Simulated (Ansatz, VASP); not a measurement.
# One calculation of SnS2, two programs

```
Sn S
1.0
     3.63900    0.00000    0.00000
    -1.81950    3.15147    0.00000
     0.00000    0.00000    5.86800
Sn S
1 2
Direct
  0.00000 0.00000 0.00000
  0.33333 0.66667 0.25000
  0.66667 0.33333 0.75000
```

Alike in both runs: task single point; functional LDA; k mesh 5 × 5 × 3; no spin polarisation.

|  | VASP | Ansatz |
| --- | --- | --- |
| version | VASP 6.6.1 | Ansatz 0.2.0 |
| potentials or method | VASP PAW LDA potentials, release 64 (Sn_d, S), cutoff 500 eV | plane waves, PAW |
| occupations | gaussian, width 0.01 eV | fixed |
| valence electrons in the cell | 26 | 26 |

```csv
,VASP,Ansatz,Ansatz less VASP
pressure (GPa),-0.6,-0.6,+0.02
"traceless stress, the component that is largest in VASP (GPa)",-0.21,-0.21,0.000
```

LDA's correlation is that of Perdew and Zunger in VASP and of Perdew and Wang (1992) in Ansatz.
